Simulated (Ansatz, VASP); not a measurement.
**One calculation of CoW3, two programs**

```xyz
4
Lattice="3.8582 0.0000 0.0000 0.0000 3.8582 0.0289 0.0000 0.0289 3.8582" Properties=species:S:1:pos:R:3 pbc="T T T"
Co    0.0000    0.0000    0.0000
W     0.0000    1.9436    1.9436
W     1.9291    0.0145    1.9291
W     1.9291    1.9291    0.0145
```

Change from the starting cell: strain +0.0150 x Voigt [0, 0, 0, 1, 0, 0], atoms carried along.

Alike in both runs: task single point; functional PBEsol; k mesh 12 × 12 × 12; occupations gaussian, width 0.15 eV; no spin polarisation.

|  | VASP | Ansatz |
| --- | --- | --- |
| version | VASP 6.6.1 | Ansatz 0.2.0 |
| potentials or method | VASP PAW PBE potentials, release 64 (Co, W_sv), cutoff 520 eV | scalar-relativistic, plane waves, PAW |
| valence electrons in the cell | 51 | 59 |

VASP gave:

| Property | Result |
| --- | --- |
| gap on the k mesh at the Fermi level (eV) | none |
| pressure (GPa) | 0.8 |
| traceless stress, the component that is largest in VASP (GPa) | -1.96 |

**Question.** What did Ansatz give for the same quantities?

**Answer.** gap on the k mesh at the Fermi level (eV): none; pressure (GPa): 0.1; traceless stress, the component that is largest in VASP (GPa): -1.96.

VASP's potentials were made for PBE, not for PBEsol. A gap of «none» marks a metal or a gap that the smearing closes. VASP's potentials hold 51 valence electrons a cell and Ansatz's 59, so a difference there can come from the potentials and not from the codes.

Neither program's run includes spin-orbit coupling.
